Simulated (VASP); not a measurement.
A run of VASP 6.6.1 is set up as follows.

Contents of INCAR:

```
SYSTEM = KCl
PREC = Accurate ; ENCUT = 520
EDIFF = 1E-8 ; ISMEAR = -1
SIGMA = 0.03 ; LREAL = .FALSE.
LASPH = .TRUE. ; NELM = 100
ALGO = Normal ; ISIF = 2
LWAVE = .FALSE. ; LCHARG = .FALSE.
GGA = PE ; LEFG = .TRUE.
NBANDS = 15
```

KPOINTS

```
Automatic mesh
0
G
  7 7 7
  0 0 0
```

POSCAR

```
KCl
1.0
   -0.0315610000      3.1403195000      3.1403195000
    3.1403195000     -0.0315610000      3.1403195000
    3.1403195000      3.1403195000     -0.0315610000
K Cl
1 1
Direct
    0.0000000000      0.0000000000      0.0000000000
    0.5000000000      0.5000000000      0.5000000000
```

Potentials or basis: VASP PAW PBE potentials, release 64 (K_sv, Cl).

Run with:

```bash
$ cat potpaw_PBE.64/K_sv/POTCAR potpaw_PBE.64/Cl/POTCAR > POTCAR
$ mpirun -np 1 vasp_std > vasp.out
```

(1) What does it give for the pressure?

(2) Predict the band gap on the k mesh.

Results:

(1) 0.6 GPa.

(2) 5.14 eV, direct.

Caveat: the cell differs from its parent crystal (equal xy, yz and zx shear strains of -1 %); without QUAD_EFG the Cq values of the log hold for a quadrupole moment of 1 mb, not for the nuclei.
